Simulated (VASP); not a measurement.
# HgH3 (Pm-3m) in VASP: a series of runs

The runs below take HgH3 through single point, with PBE.

Everything below comes from runs of VASP 6.6.1. Logs are shortened: lines on timing, memory, paths and dates and some standing lists are left out, and cuts for length are marked.

**1. The cell of the first run**

It takes space group Pm-3m (No. 221, cubic). Conventional cell: a = 4.878 Å, b = 4.878 Å, c = 4.878 Å, α = 90.00°, β = 90.00°, γ = 90.00°. Hg (site symmetry m-3m) has 6 H at 1.75 Å within 2.3 Å. Within 4.6 Å of Hg (site symmetry m-3m) lie 24 H at 3.52 Å and 8 Hg at 4.22 Å. Within 1.8 Å of H (site symmetry 4mm) lie 1 H at 1.38 Å and 1 Hg at 1.75 Å.

**2. Single point, PBE**

INCAR reads:

```
PREC = Accurate
ENCUT = 520
EDIFF = 1E-6
ISMEAR = 0
SIGMA = 0.1
LREAL = F
LASPH = T
NELM = 60
ALGO = Normal
ISIF = 2
LWAVE = F
LCHARG = T
GGA = PE
LELF = T
LVHAR = T
NBANDS = 25
```

KPOINTS reads:

```
Automatic mesh
0
Gamma
  4 4 4
```

POSCAR reads:

```
HgH3
1.0
    4.8778036500      0.0000000000      0.0000000000
    0.0000000000      4.8778036500      0.0000000000
    0.0000000000      0.0000000000      4.8778036500
Hg H
2 6
Direct
    0.5000000000      0.5000000000      0.5000000000
    0.0000000000      0.0000000000      0.0000000000
    0.1413488400      0.5000000000      0.5000000000
    0.8586511600      0.5000000000      0.5000000000
    0.5000000000      0.1413488400      0.5000000000
    0.5000000000      0.8586511600      0.5000000000
    0.5000000000      0.5000000000      0.1413488400
    0.5000000000      0.5000000000      0.8586511600
```

Potentials or basis: VASP PAW PBE potentials, release 64 (Hg, H).

The run is started by

```console
$ cat potpaw_PBE.64/Hg/POTCAR potpaw_PBE.64/H/POTCAR > POTCAR
$ mpirun -np 1 vasp_std > vasp.out
```

OUTCAR:

```text
PREC = Accurate
   ENCUT = 520
   EDIFF = 1E-6
   ISMEAR = 0
   LREAL = F
   LASPH = T
   NELM = 60
   ISIF = 2
   GGA = PE

 ion  position               nearest neighbor table
   1  0.500  0.500  0.500-   3 1.75   4 1.75   5 1.75   6 1.75   7 1.75   8 1.75
   2  0.000  0.000  0.000-
   3  0.141  0.500  0.500-   1 1.75
   4  0.859  0.500  0.500-   1 1.75
   5  0.500  0.141  0.500-   1 1.75
   6  0.500  0.859  0.500-   1 1.75
   7  0.500  0.500  0.141-   1 1.75
   8  0.500  0.500  0.859-   1 1.75

  LATTYP: Found a simple cubic cell.
 ALAT       =     4.8778036500

  Lattice vectors:

 A1 = (   4.8778036500,   0.0000000000,   0.0000000000)
 A2 = (   0.0000000000,   4.8778036500,   0.0000000000)
 A3 = (   0.0000000000,   0.0000000000,   4.8778036500)

Analysis of symmetry for initial positions (statically):
=====================================================================
 Subroutine PRICEL returns:
 Original cell was already a primitive cell.

 Routine SETGRP: Setting up the symmetry group for a
 simple cubic supercell.

 Subroutine GETGRP returns: Found 48 space group operations
 (whereof 48 operations were pure point group operations)
 out of a pool of 48 trial point group operations.

The static configuration has the point symmetry O_h .

Analysis of symmetry for dynamics (positions and initial velocities):
=====================================================================
 Subroutine PRICEL returns:
 Original cell was already a primitive cell.

 Routine SETGRP: Setting up the symmetry group for a
 simple cubic supercell.

 Subroutine GETGRP returns: Found 48 space group operations
 (whereof 48 operations were pure point group operations)
 out of a pool of 48 trial point group operations.

The dynamic configuration has the point symmetry O_h .

 Subroutine INISYM returns: Found 48 space group operations
 (whereof 48 operations are pure point group operations),
 and found     1 'primitive' translations

----------------------------------------------------------------------------------------

                                     Primitive cell

  volume of cell :     116.0574

  direct lattice vectors                    reciprocal lattice vectors
     4.877803650  0.000000000  0.000000000     0.205010302  0.000000000  0.000000000
     0.000000000  4.877803650  0.000000000     0.000000000  0.205010302  0.000000000
     0.000000000  0.000000000  4.877803650     0.000000000  0.000000000  0.205010302

  length of vectors
     4.877803650  4.877803650  4.877803650     0.205010302  0.205010302  0.205010302

  position of ions in fractional coordinates (direct lattice)
     0.500000000  0.500000000  0.500000000
     0.000000000  0.000000000  0.000000000
     0.141348840  0.500000000  0.500000000
     0.858651160  0.500000000  0.500000000
     0.500000000  0.141348840  0.500000000
     0.500000000  0.858651160  0.500000000
     0.500000000  0.500000000  0.141348840
     0.500000000  0.500000000  0.858651160

  ion indices of the primitive-cell ions
   primitive index   ion index
                 1           1
                 2           2
                 3           3
                 4           4
                 5           5
                 6           6
                 7           7
                 8           8

----------------------------------------------------------------------------------------

 KPOINTS: Automatic mesh

Automatic generation of k-mesh.
 Grid dimensions read from file:
 generate k-points for:    4    4    4

 Generating k-lattice:

  Cartesian coordinates                     Fractional coordinates (reciprocal lattice)
     0.051252576  0.000000000  0.000000000     0.250000000  0.000000000  0.000000000
     0.000000000  0.051252576  0.000000000     0.000000000  0.250000000  0.000000000
     0.000000000  0.000000000  0.051252576     0.000000000  0.000000000  0.250000000

  Length of vectors
     0.051252576  0.051252576  0.051252576

  Shift w.r.t. Gamma in fractional coordinates (k-lattice)
     0.000000000  0.000000000  0.000000000

 Subroutine IBZKPT returns following result:
 ===========================================

 Found     10 irreducible k-points:

 Following reciprocal coordinates:
            Coordinates               Weight
  0.000000  0.000000  0.000000      1.000000
  0.250000  0.000000  0.000000      6.000000
  0.500000  0.000000  0.000000      3.000000
  0.250000  0.250000  0.000000     12.000000
  0.500000  0.250000  0.000000     12.000000
  0.500000  0.500000  0.000000      3.000000
  0.250000  0.250000  0.250000      8.000000
  0.500000  0.250000  0.250000     12.000000
  0.500000  0.500000  0.250000      6.000000
  0.500000  0.500000  0.500000      1.000000
   k-points           NKPTS =     10   k-points in BZ     NKDIM =     10   number of bands    NBANDS=     25
   number of dos      NEDOS =    301   number of ions     NIONS =      8
   total plane-waves  NPLWV =  46656
   dimension x,y,z NGX =    36 NGY =   36 NGZ =   36
   dimension x,y,z NGXF=    72 NGYF=   72 NGZF=   72
   ions per type =               2   6
   NGX,Y,Z   is equivalent  to a cutoff of  12.27, 12.27, 12.27 a.u.
   NGXF,Y,Z  is equivalent  to a cutoff of  24.54, 24.54, 24.54 a.u.
 SYSTEM =  unknown system
   PREC   = accura    normal or accurate (medium, high low for compatibility)
   ISTART =      0    job   : 0-new  1-cont  2-samecut
   ICHARG =      2    charge: 1-file 2-atom 10-const
   ISPIN  =      1    spin polarized calculation?
   LNONCOLLINEAR =      F non collinear calculations
   LSORBIT =      F    spin-orbit coupling
   LASPH  =      T    aspherical Exc in radial PAW
   ENCUT  =  520.0 eV  38.22 Ry    6.18 a.u.   9.07  9.07  9.07*2*pi/ulx,y,z
   NELM   =     60;   NELMIN=  2; NELMDL= -5     # of ELM steps
   EDIFF  = 0.1E-05   stopping-criterion for ELM
   LREAL  =      F    real-space projection
   EDIFFG = 0.1E-04   stopping-criterion for IOM
   NSW    =      0    number of steps for IOM
   IBRION =     -1    ionic relax: 0-MD 1-quasi-New 2-CG
   NFREE  =      0    steps in history (QN), initial steepest desc. (CG)
   ISIF   =      2    stress and relaxation
   ISYM   =      2    0-nonsym 1-usesym 2-fastsym
   POTIM  = 0.5000    time-step for ionic-motion
   TEBEG  =    0.0;   TEEND  =   0.0 temperature during run
   PSTRESS=    0.0 pullay stress
   NELECT =      30.0000    total number of electrons
   NUPDOWN=      -1.0000    fix difference up-down
   EMIN   =  10.00;   EMAX   =-10.00  energy-range for DOS
   EFERMI =   0.00;   METHOD = LEGACY
   ISMEAR =     0;   SIGMA  =   0.10  broadening in eV -4-tet -1-fermi 0-gaus
   EFERMI_NEDOS =   21; number of points for ismear=-14 and -15
   IALGO  =     38    algorithm
   IMIX   =      4    mixing-type and parameters
     AMIX     =   0.40;   BMIX     =  1.00
     AMIX_MAG =   1.60;   BMIX_MAG =  1.00
  volume/ion in A,a.u.               =      14.51        97.90
  Fermi-wavevector in a.u.,A,eV,Ry     =   1.042856  1.970712 14.796992  1.087548
  Thomas-Fermi vector in A             =   2.177539
   LORBIT       =      0    0 simple, 1 ext, 2 COOP (PROOUT), +10 PAW based schemes
   GGA     = PE    functional components
   LHFCALC =     F    Hartree Fock is set to
   AEXX    =    0.0000 exact exchange contribution
   IVDW    =     0    specifies the selected vdW correction
   LEPSILON=     F    determine dielectric tensor
   LRPA    =     F    only Hartree local field effects (RPA)
 non-spin polarized calculation
 Gauss-broadening in eV      SIGMA  =   0.10
  energy-cutoff  :      520.00
  volume of cell :      116.06
 maximum number of plane-waves:      3178
   NGX = 19   NGY = 19   NGZ = 19

 number of electron      29.9999994 magnetization

 Free energy of the ion-electron system (eV)
  ---------------------------------------------------
  ext. energy  EPLUGINS =         0.00000000
  ---------------------------------------------------
  free energy    TOTEN  =       -15.56775424 eV

  energy without entropy =      -15.54311030  energy(sigma->0) =      -15.55543227

 E-fermi :  -1.7181     XC(G=0):  -7.8455

 val. band max:       -1.7257127365   @ k =   0.5000   0.2500   0.0000
 cond. band min:      -1.6961532965   @ k =   0.5000   0.5000   0.0000
 fundamental gap:      0.0295594399
 Fermi energy:        -1.7180583646

 k-point     1 :       0.0000    0.0000    0.0000
  band No.  band energies     occupation
      1     -10.7296      2.00000
      2     -10.7296      2.00000
      3      -9.9966      2.00000
      4      -8.9042      2.00000
      5      -8.9042      2.00000
      6      -8.9042      2.00000
[... 17 lines left out ...]
     24       9.0433      0.00000
     25       9.0433      0.00000

 k-point     2 :       0.2500    0.0000    0.0000
  band No.  band energies     occupation
      1     -10.7268      2.00000
      2     -10.6044      2.00000
      3      -9.7028      2.00000
      4      -8.9128      2.00000
      5      -8.9128      2.00000
      6      -8.9027      2.00000
[... 17 lines left out ...]
     24       8.3003      0.00000
     25       8.8285      0.00000

 k-point     3 :       0.5000    0.0000    0.0000
  band No.  band energies     occupation
      1     -10.7239      2.00000
      2     -10.5183      2.00000
      3      -9.1472      2.00000
      4      -8.9214      2.00000
      5      -8.9214      2.00000
      6      -8.9013      2.00000
[... 17 lines left out ...]
     24       7.9759      0.00000
     25       8.9061      0.00000

 k-point     4 :       0.2500    0.2500    0.0000
  band No.  band energies     occupation
      1     -10.6729      2.00000
      2     -10.4837      2.00000
      3      -9.4627      2.00000
      4      -8.9243      2.00000
      5      -8.9133      2.00000
      6      -8.9114      2.00000
[... 17 lines left out ...]
     24       8.7751      0.00000
     25       8.9874      0.00000

 k-point     5 :       0.5000    0.2500    0.0000
  band No.  band energies     occupation
      1     -10.6605      2.00000
      2     -10.3580      2.00000
      3      -8.9654      2.00000
      4      -8.9366      2.00000
      5      -8.9219      2.00000
      6      -8.9119      2.00000
[... 17 lines left out ...]
     24       8.4341      0.00000
     25       8.5143      0.00000

 k-point     6 :       0.5000    0.5000    0.0000
  band No.  band energies     occupation
      1     -10.6411      2.00000
      2     -10.1614      2.00000
      3      -8.9514      2.00000
      4      -8.9225      2.00000
      5      -8.9225      2.00000
      6      -8.5431      2.00000
[... 17 lines left out ...]
     24       8.7417      0.00000
     25       8.7417      0.00000

 k-point     7 :       0.2500    0.2500    0.2500
  band No.  band energies     occupation
      1     -10.4820      2.00000
      2     -10.4820      2.00000
      3      -9.2438      2.00000
      4      -8.9243      2.00000
      5      -8.9228      2.00000
      6      -8.9228      2.00000
[... 17 lines left out ...]
     24       8.1794      0.00000
     25      10.1996      0.00000

 k-point     8 :       0.5000    0.2500    0.2500
  band No.  band energies     occupation
      1     -10.4803      2.00000
      2     -10.3144      2.00000
      3      -8.9369      2.00000
      4      -8.9322      2.00000
      5      -8.9223      2.00000
      6      -8.7773      2.00000
[... 17 lines left out ...]
     24       8.5598      0.00000
     25       9.3064      0.00000

 k-point     9 :       0.5000    0.5000    0.2500
  band No.  band energies     occupation
      1     -10.4089      2.00000
      2     -10.1609      2.00000
      3      -8.9470      2.00000
      4      -8.9326      2.00000
      5      -8.9326      2.00000
      6      -8.3379      2.00000
[... 17 lines left out ...]
     24       9.6399      0.00000
     25       9.6938      0.00000

 k-point    10 :       0.5000    0.5000    0.5000
  band No.  band energies     occupation
      1     -10.1604      2.00000
      2     -10.1604      2.00000
      3      -8.9426      2.00000
      4      -8.9426      2.00000
      5      -8.9426      2.00000
      6      -7.7975      2.00000
[... 17 lines left out ...]
     24      11.7234      0.00000
     25      11.7234      0.00000

------------------------ aborting loop because EDIFF is reached ----------------------------------------

  FORCE on cell =-STRESS in cart. coord.  units (eV):
  Direction    XX          YY          ZZ          XY          YZ          ZX
  --------------------------------------------------------------------------------------
  -------------------------------------------------------------------------------------
  Total       -0.3114563     -0.3114563     -0.3114563     -0.0000000     -0.0000000      0.0000000
  in kB       -4.2996659     -4.2996659     -4.2996659     -0.0000000     -0.0000000      0.0000000
  external PRESSURE =      -4.2996659 kB  Pullay stress =       0.0000000 kB

 VOLUME and BASIS-vectors are now :
 -----------------------------------------------------------------------------
  energy-cutoff  :      520.00
  volume of cell :      116.06
      direct lattice vectors                 reciprocal lattice vectors
     4.877803650  0.000000000  0.000000000     0.205010302  0.000000000  0.000000000
     0.000000000  4.877803650  0.000000000     0.000000000  0.205010302  0.000000000
     0.000000000  0.000000000  4.877803650     0.000000000  0.000000000  0.205010302

 POSITION                                       TOTAL-FORCE (eV/Angst)
 -----------------------------------------------------------------------------------
      2.43890      2.43890      2.43890         0.000000      0.000000      0.000000
      0.00000      0.00000      0.00000         0.000000      0.000000      0.000000
      0.68947      2.43890      2.43890        -0.729446     -0.000000     -0.000000
      4.18833      2.43890      2.43890         0.729446      0.000000      0.000000
      2.43890      0.68947      2.43890        -0.000000     -0.729446     -0.000000
      2.43890      4.18833      2.43890         0.000000      0.729446      0.000000
      2.43890      2.43890      0.68947         0.000000      0.000000     -0.729446
      2.43890      2.43890      4.18833        -0.000000     -0.000000      0.729446
 -----------------------------------------------------------------------------------
    total drift:                                0.000000      0.000000      0.000000

  FREE ENERGIE OF THE ION-ELECTRON SYSTEM (eV)
  ---------------------------------------------------
  free  energy   TOTEN  =       -15.5677542371 eV

  energy  without entropy=      -15.5431103013  energy(sigma->0) =      -15.55543227
```

It took 25 s on 1 thread of Intel Xeon 6975P-C, shared host; peak memory 0.21 GiB.

Results:

- Free energy: -15.5678 eV
- Pressure: -0.4 GPa
- Largest force: 0.729 eV/Å
- Band gap on the k mesh: zero (band 15 reaches -1.70 eV, above the bottom of band 16 at -1.97 eV)

Forces in eV/Å, atoms in the order of the input:
```
Hg   0.000  0.000  0.000
Hg   0.000  0.000  0.000
H   -0.729  0.000  0.000
H    0.729  0.000  0.000
H    0.000 -0.729  0.000
H    0.000  0.729  0.000
H    0.000  0.000 -0.729
H    0.000  0.000  0.729
```

Caveat: spin-orbit coupling is left out, which moves the levels of the heavy elements.

**3. Single point, PBE**

This run uses another cell than the first one, of 46.01 Å³/atom, 3.172 times its volume.

INCAR reads:

```
SYSTEM = HgH3
ALGO     = Normal         ! electronic algorithm
EDIFF    = 1E-7           ! SCF threshold, eV
ENCUT    = 520            ! plane-wave cutoff, eV
GGA      = PE             ! functional
ISIF     = 2              ! what is computed and relaxed
ISMEAR   = 0              ! smearing method
LASPH    = .TRUE.         ! aspherical terms in the spheres
LCHARG   = .TRUE.         ! write CHGCAR
LELF     = .TRUE.         ! ELF
LREAL    = .FALSE.        ! projectors in reciprocal space
LVHAR    = .TRUE.       
LWAVE    = .FALSE.        ! write WAVECAR
NBANDS   = 25             ! bands
NELM     = 60             ! most SCF steps
PREC     = Accurate       ! precision mode
SIGMA    = 0.1            ! smearing width, eV
```

KPOINTS reads:

```
k-points
0
G
  2 2 2
  0 0 0
```

POSCAR reads:

```
HgH3
1.0
    7.1668522530      0.0000000000      0.0000000000
    0.0000000000      7.1668522530      0.0000000000
    0.0000000000      0.0000000000      7.1668522530
Hg H
2 6
Direct
    0.5000000000      0.5000000000      0.5000000000
    0.0000000000      0.0000000000      0.0000000000
    0.0524889845      0.5000000000      0.5000000000
    0.9475110155      0.5000000000      0.5000000000
    0.5000000000      0.0524889845      0.5000000000
    0.5000000000      0.9475110155      0.5000000000
    0.5000000000      0.5000000000      0.0524889845
    0.5000000000      0.5000000000      0.9475110155
```

Potentials or basis: VASP PAW PBE potentials, release 64 (Hg, H).

The run is started by

```console
$ cat potpaw_PBE.64/Hg/POTCAR potpaw_PBE.64/H/POTCAR > POTCAR
$ mpirun -np 1 vasp_std > vasp.out
```

It took 69 s on 1 thread of Intel Xeon 6975P-C, shared host; peak memory 0.4 GiB.

Results (log left out):

```yaml
Free_energy: -20.4008 eV
Pressure: 0.0 GPa
Largest_force: 0.025 eV/Å
Band_gap_on_the_k_mesh: 4.86 eV, direct
```

Forces in eV/Å, atoms in the order of the input:
```
Hg   0.000  0.000  0.000
Hg   0.000  0.000  0.000
H   -0.025  0.000  0.000
H    0.025  0.000  0.000
H    0.000 -0.025  0.000
H    0.000  0.025  0.000
H    0.000  0.000 -0.025
H    0.000  0.000  0.025
```

Levels at points of the mesh, in eV from the valence-band top:
```tsv
k point	band 11	band 12	band 13	band 14	band 15	band 16	band 17	band 18	band 19	band 20
(0.00, 0.00, 0.00)	-3.13	-3.13	-3.13	-0.13	0.00	4.86	4.86	4.86	6.23	6.23
(0.50, 0.00, 0.00)	-3.13	-3.13	-3.13	-0.16	-0.09	5.07	5.07	5.48	5.73	5.94
(0.50, 0.50, 0.00)	-3.13	-3.13	-3.13	-0.30	-0.08	5.11	5.11	5.16	6.10	6.66
(0.50, 0.50, 0.50)	-3.13	-3.13	-3.13	-0.43	-0.06	5.28	5.28	5.28	6.08	6.08
```

Caveat: the k points lie up to 0.44 Å⁻¹ apart; spin-orbit coupling is left out, which moves the levels of the heavy elements.
